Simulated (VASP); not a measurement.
Input of a VASP 6.6.1 run:

File INCAR:

```
PREC = Accurate
ENCUT = 520
EDIFF = 1E-6
ISMEAR = 0
SIGMA = 0.01
LREAL = F
LASPH = T
NELM = 60
ALGO = Normal
ISIF = 2
LWAVE = F
LCHARG = F
GGA = CA
NBANDS = 11
```

File KPOINTS:

```
Automatic mesh
0
Gamma
  10 10 10
```

POSCAR

```
SiC
1.0
    0.0000000000      2.1780504216      2.1780504216
    2.1780504216      0.0000000000      2.1780504216
    2.1780504216      2.1780504216      0.0000000000
Si C
1 1
Direct
    0.2500000000      0.2500000000      0.2500000000
    0.0000000000      0.0000000000      0.0000000000
```

Potentials or basis: VASP PAW LDA potentials, release 64 (Si, C).

Run with:

```bash
$ cat potpaw_LDA.64/Si/POTCAR potpaw_LDA.64/C/POTCAR > POTCAR
$ mpirun -np 1 vasp_std > vasp.out
```

(1) What does it give for the band gap on the k mesh?

(2) What does it give for the pressure?

Answers

(1) 1.30 eV, indirect (least direct gap 4.50 eV).

(2) -3.7 GPa.
